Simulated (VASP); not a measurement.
TiO2 (Brookite), 24 atoms in the cell. The structure is orthorhombic, space group Pbca (No. 61). The conventional cell has a = 5.138 Å, b = 9.174 Å, c = 5.449 Å, α = 90.00°, β = 90.00°, γ = 90.00°. Within 2.5 Å of Ti (site symmetry 1) lie 6 O at 1.86 to 2.07 Å. O (site symmetry 1) has 3 Ti at 1.86 to 2.01 Å within 2.5 Å. O (site symmetry 1) has 3 Ti at 1.91 to 2.07 Å within 2.5 Å. 

| Property | Result |
| --- | --- |
| Program | VASP 6.6.1 |
| Task | single point |
| Functional | PBE |
| Potentials or basis | VASP PAW PBE potentials, release 64 (Ti_sv, O) |
| Cutoff | 520 eV |
| k mesh | 5 × 3 × 5 |
| Occupations | fermi-dirac, width 0.02 eV |
| Spin | no spin polarisation |
| Dipole correction | no |
| Further INCAR settings | LREAL = Auto; ALGO = Normal; EDIFF = 1e-07; NBANDS = 114 |

Potentials or basis: VASP PAW PBE potentials, release 64 (Ti_sv, O).

Launch:

```console
$ cat potpaw_PBE.64/Ti_sv/POTCAR potpaw_PBE.64/O/POTCAR > POTCAR
$ mpirun -np 1 vasp_std > vasp.out
```

Hardware: 1 thread of Intel(R) Xeon(R) Platinum 8488C (Sapphire Rapids), on a shared host.

Problem. How long does it take, and how much memory?

Solution. Wall time 17 min on 1 thread of Intel(R) Xeon(R) Platinum 8488C (Sapphire Rapids) (shared host), peak memory 0.51 GiB. Counts: scf iterations 20, k points 18.
